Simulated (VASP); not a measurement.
# MgO (Fm-3m) in VASP: notebook

MgO is run at these levels: PBE; tasks: single point.

Program: VASP 6.6.1. These are calculated values, not measurements. Logs are shortened: lines on timing, memory, paths and dates and some standing lists are left out, and cuts for length are marked.

## Step 1: The cell of the first run

It takes space group Fm-3m (No. 225, cubic). Conventional cell: a = 4.194 Å, b = 4.194 Å, c = 4.194 Å, α = 90.00°, β = 90.00°, γ = 90.00°. Mg (site symmetry m-3m) has 6 O at 2.10 Å within 2.8 Å. Within 2.8 Å of O (site symmetry m-3m) lie 6 Mg at 2.10 Å.

## Step 2: Single point, PBE

INCAR

```
PREC = Accurate
ENCUT = 600
EDIFF = 1E-6
ISMEAR = 0
SIGMA = 0.1
LREAL = False
LASPH = True
NELM = 120
ALGO = Normal
ISIF = 2
LWAVE = False
LCHARG = False
GGA = PE
NBANDS = 11
GGA_COMPAT = False
```

KPOINTS

```
regular mesh
0
Gamma
  8 8 8
```

POSCAR

```
MgO
1.0
    0.0000000000      2.0970013900      2.0970013900
    2.0970013900      0.0000000000      2.0970013900
    2.0970013900      2.0970013900      0.0000000000
Mg O
1 1
Direct
    0.0000000000      0.0000000000      0.0000000000
    0.5000000000      0.5000000000      0.5000000000
```

Potentials or basis: VASP PAW PBE potentials, release 64 (Mg, O).

Run with:

```
$ cat potpaw_PBE.64/Mg/POTCAR potpaw_PBE.64/O/POTCAR > POTCAR
$ mpirun -np 1 vasp_std > vasp.out
```

OUTCAR:

```text
PREC = Accurate
   ENCUT = 600
   EDIFF = 1E-6
   ISMEAR = 0
   LREAL = False
   LASPH = True
   NELM = 120
   ISIF = 2
   GGA = PE

 ion  position               nearest neighbor table
   1  0.000  0.000  0.000-   2 2.10   2 2.10   2 2.10   2 2.10   2 2.10   2 2.10
   2  0.500  0.500  0.500-   1 2.10   1 2.10   1 2.10   1 2.10   1 2.10   1 2.10

  LATTYP: Found a face centered cubic cell.
 ALAT       =     4.1940027800

  Lattice vectors:

 A1 = (   0.0000000000,   2.0970013900,   2.0970013900)
 A2 = (   2.0970013900,   0.0000000000,   2.0970013900)
 A3 = (   2.0970013900,   2.0970013900,   0.0000000000)

Analysis of symmetry for initial positions (statically):
=====================================================================
 Subroutine PRICEL returns:
 Original cell was already a primitive cell.

 Routine SETGRP: Setting up the symmetry group for a
 face centered cubic supercell.

 Subroutine GETGRP returns: Found 48 space group operations
 (whereof 48 operations were pure point group operations)
 out of a pool of 48 trial point group operations.

The static configuration has the point symmetry O_h .

Analysis of symmetry for dynamics (positions and initial velocities):
=====================================================================
 Subroutine PRICEL returns:
 Original cell was already a primitive cell.

 Routine SETGRP: Setting up the symmetry group for a
 face centered cubic supercell.

 Subroutine GETGRP returns: Found 48 space group operations
 (whereof 48 operations were pure point group operations)
 out of a pool of 48 trial point group operations.

The dynamic configuration has the point symmetry O_h .

 Subroutine INISYM returns: Found 48 space group operations
 (whereof 48 operations are pure point group operations),
 and found     1 'primitive' translations

----------------------------------------------------------------------------------------

                                     Primitive cell

  volume of cell :      18.4428

  direct lattice vectors                    reciprocal lattice vectors
     0.000000000  2.097001390  2.097001390    -0.238435703  0.238435703  0.238435703
     2.097001390  0.000000000  2.097001390     0.238435703 -0.238435703  0.238435703
     2.097001390  2.097001390  0.000000000     0.238435703  0.238435703 -0.238435703

  length of vectors
     2.965607806  2.965607806  2.965607806     0.412982751  0.412982751  0.412982751

  position of ions in fractional coordinates (direct lattice)
     0.000000000  0.000000000  0.000000000
     0.500000000  0.500000000  0.500000000

  ion indices of the primitive-cell ions
   primitive index   ion index
                 1           1
                 2           2

[... 84 lines left out ...]
   EMIN   =  10.00;   EMAX   =-10.00  energy-range for DOS
   EFERMI =   0.00;   METHOD = LEGACY
   ISMEAR =     0;   SIGMA  =   0.10  broadening in eV -4-tet -1-fermi 0-gaus
   EFERMI_NEDOS =   21; number of points for ismear=-14 and -15
   IALGO  =     38    algorithm
   IMIX   =      4    mixing-type and parameters
     AMIX     =   0.40;   BMIX     =  1.00
     AMIX_MAG =   1.60;   BMIX_MAG =  1.00
  volume/ion in A,a.u.               =       9.22        62.23
  Fermi-wavevector in a.u.,A,eV,Ry     =   1.239261  2.341864 20.895389  1.535768
  Thomas-Fermi vector in A             =   2.373752
   LORBIT       =      0    0 simple, 1 ext, 2 COOP (PROOUT), +10 PAW based schemes
   GGA     = PE    functional components
   LHFCALC =     F    Hartree Fock is set to
   AEXX    =    0.0000 exact exchange contribution
   IVDW    =     0    specifies the selected vdW correction
   LEPSILON=     F    determine dielectric tensor
   LRPA    =     F    only Hartree local field effects (RPA)
 non-spin polarized calculation
 Gauss-broadening in eV      SIGMA  =   0.10
  energy-cutoff  :      600.00
  volume of cell :       18.44
 maximum number of plane-waves:       636
   NGX = 11   NGY = 11   NGZ = 11

 number of electron       8.0000004 magnetization

 Free energy of the ion-electron system (eV)
  ---------------------------------------------------
  ext. energy  EPLUGINS =         0.00000000
  ---------------------------------------------------
  free energy    TOTEN  =       -11.90108626 eV

  energy without entropy =      -11.90108626  energy(sigma->0) =      -11.90108626

 E-fermi :   3.8325     XC(G=0): -11.1395

 val. band max:        3.2823652414   @ k =   0.0000   0.0000   0.0000
 cond. band min:       8.1366804552   @ k =   0.0000   0.0000   0.0000
 fundamental gap:      4.8543152138
 Fermi energy:         3.8324620468

 k-point     1 :       0.0000    0.0000    0.0000
  band No.  band energies     occupation
      1     -14.0467      2.00000
      2       3.2824      2.00000
      3       3.2824      2.00000
      4       3.2824      2.00000
      5       8.1367      0.00000
      6      19.1577      0.00000
      7      19.1577      0.00000
      8      19.1577      0.00000
      9      23.1074      0.00000
     10      24.8979      0.00000
     11      24.8979      0.00000
[... 309 lines left out ...]
 k-point    24 :      -0.3750    0.2500    0.1250
  band No.  band energies     occupation
      1     -12.5767      2.00000
      2      -0.7673      2.00000
      3       1.3198      2.00000
      4       2.2789      2.00000
      5      13.0479      0.00000
      6      15.6061      0.00000
      7      16.9142      0.00000
      8      20.3413      0.00000
      9      23.9640      0.00000
     10      25.5359      0.00000
     11      29.6537      0.00000

 [... further k-points ...]

------------------------ aborting loop because EDIFF is reached ----------------------------------------

  FORCE on cell =-STRESS in cart. coord.  units (eV):
  Direction    XX          YY          ZZ          XY          YZ          ZX
  --------------------------------------------------------------------------------------
  -------------------------------------------------------------------------------------
  Total        0.6816271      0.6816271      0.6816271      0.0000000      0.0000000      0.0000000
  in kB       59.2149423     59.2149423     59.2149423      0.0000000      0.0000000      0.0000000
  external PRESSURE =      59.2149423 kB  Pullay stress =       0.0000000 kB

 VOLUME and BASIS-vectors are now :
 -----------------------------------------------------------------------------
  energy-cutoff  :      600.00
  volume of cell :       18.44
      direct lattice vectors                 reciprocal lattice vectors
     0.000000000  2.097001390  2.097001390    -0.238435703  0.238435703  0.238435703
     2.097001390  0.000000000  2.097001390     0.238435703 -0.238435703  0.238435703
     2.097001390  2.097001390  0.000000000     0.238435703  0.238435703 -0.238435703

 POSITION                                       TOTAL-FORCE (eV/Angst)
 -----------------------------------------------------------------------------------
      0.00000      0.00000      0.00000         0.000000      0.000000      0.000000
      2.09700      2.09700      2.09700        -0.000000     -0.000000     -0.000000
 -----------------------------------------------------------------------------------
    total drift:                               -0.000000     -0.000000      0.000000

  FREE ENERGIE OF THE ION-ELECTRON SYSTEM (eV)
  ---------------------------------------------------
  free  energy   TOTEN  =       -11.9010862570 eV

  energy  without entropy=      -11.9010862570  energy(sigma->0) =      -11.90108626
```

OSZICAR:

```text
N       E                     dE             d eps       ncg     rms          rms(c)
DAV:   1     0.207833886841E+02    0.20783E+02   -0.48021E+03   686   0.723E+02
DAV:   2    -0.125796894430E+02   -0.33363E+02   -0.32455E+02   738   0.151E+02
DAV:   3    -0.134598395583E+02   -0.88015E+00   -0.87889E+00   773   0.221E+01
DAV:   4    -0.134620436714E+02   -0.22041E-02   -0.22040E-02   692   0.127E+00
DAV:   5    -0.134620506033E+02   -0.69319E-05   -0.69319E-05   755   0.707E-02    0.723E+00
DAV:   6    -0.119181212839E+02    0.15439E+01   -0.86772E+00   662   0.163E+01    0.221E+00
DAV:   7    -0.119067068061E+02    0.11414E-01   -0.51205E-02   695   0.210E+00    0.134E+00
DAV:   8    -0.119014313116E+02    0.52755E-02   -0.27005E-02   668   0.187E+00    0.231E-01
DAV:   9    -0.119010908263E+02    0.34049E-03   -0.50589E-04   725   0.159E-01    0.131E-01
DAV:  10    -0.119010846092E+02    0.62171E-05   -0.46750E-04   704   0.164E-01    0.857E-03
DAV:  11    -0.119010863552E+02   -0.17460E-05   -0.22835E-06   719   0.131E-02    0.539E-03
DAV:  12    -0.119010862570E+02    0.98185E-07   -0.57439E-07   379   0.604E-03
   1 F= -.11901086E+02 E0= -.11901086E+02  d E =-.238365E-16
```

Run time: 11 s. Hardware: 1 thread of Intel Xeon 8259CL, shared host; peak memory 0.14 GiB.

What came out:

```yaml
Free_energy: -11.9011 eV
Pressure: 5.9 GPa
Band_gap_on_the_k_mesh: 4.85 eV
```

Levels at points of the mesh, in eV from the valence-band top:
```csv
k point,band 1,band 2,band 3,band 4,band 5,band 6,band 7,band 8,band 9
"(0.00, 0.00, 0.00)",-17.33,0.00,0.00,0.00,4.85,15.88,15.88,15.88,19.82
"(0.50, 0.00, 0.00)",-16.01,-4.67,-0.67,-0.67,7.98,12.75,16.45,16.45,21.09
"(0.50, 0.50, 0.00)",-15.75,-4.14,-1.37,-1.37,9.14,10.11,13.24,19.17,19.17
```

Caveat: the cell stands under pressure.

(Continued in part 2 of 2.)
